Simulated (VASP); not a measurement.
Set up this calculation in VASP 6.6.1, as the native input.

| Item | Value |
| --- | --- |
| Task | single point |
| Functional | PBEsol |
| Potentials or basis | VASP PAW PBE potentials, release 64 (In_d, Se) |
| Cutoff | 520 eV |
| k mesh | 12 × 12 × 2 |
| Occupations | gaussian, width 0.05 eV |
| Spin | no spin polarisation |
| Dipole correction | no |
| Further INCAR settings | ALGO = Normal; EDIFF = 1e-06; NBANDS = 48 |

The structure of InSe lies in POSCAR:

```
InSe
1.0
    4.0473293151      0.0000000000      0.0000000000
   -2.0236646576      3.5050900044      0.0000000000
    0.0000000000      0.0000000000     18.0520649100
In Se
4 4
Direct
    0.0000000000      1.0000000000      0.5773936800
    0.0000000000      1.0000000000      0.4226063200
    0.3333333333      0.6666666667      0.9226095100
    0.3333333333      0.6666666667      0.0773904900
    0.6785493858      0.3570987716      0.8530000700
    0.6666666667      0.3333333333      0.1469999300
    0.3333333333      0.6666666667      0.6470157200
    0.3333333333      0.6666666667      0.3529842800
```

This cell differs from its parent crystal: atom 5 (Se) moved +0.083 Å along Cartesian [0 1 0].

The input as run:

INCAR

```
ALGO = Normal
EDIFF = 1E-6
ENCUT = 520
GGA = PS
ISIF = 2
ISMEAR = 0
LASPH = T
LCHARG = F
LREAL = F
LWAVE = F
NBANDS = 48
NELM = 60
PREC = Accurate
SIGMA = 0.05
```

KPOINTS

```
k-points
0
Gamma
  12 12 2
```

Potentials or basis: VASP PAW PBE potentials, release 64 (In_d, Se).

Launch:

```sh
$ cat potpaw_PBE.64/In_d/POTCAR potpaw_PBE.64/Se/POTCAR > POTCAR
$ mpirun -np 1 vasp_std > vasp.out
```

Results of the run:

```json
{
  "Pressure": "-0.7 GPa",
  "Largest force": "0.387 eV/Å",
  "Band gap on the k mesh": "0.63 eV"
}
```

Caveat: the cell differs from its parent crystal (atom 5 (Se) moved +0.083 Å along Cartesian [0 1 0]); the PAW data sets were made with another functional, which shifts forces and pressure a little; spin-orbit coupling is left out, which moves the levels of the heavy elements; this functional lacks dispersion, which binds the layers, so the pressure and a relaxed spacing across them are unreliable.

Run time: 17 min on 1 thread of Oxide Virtual Turin-like Processor (shared host), peak memory 0.86 GiB.
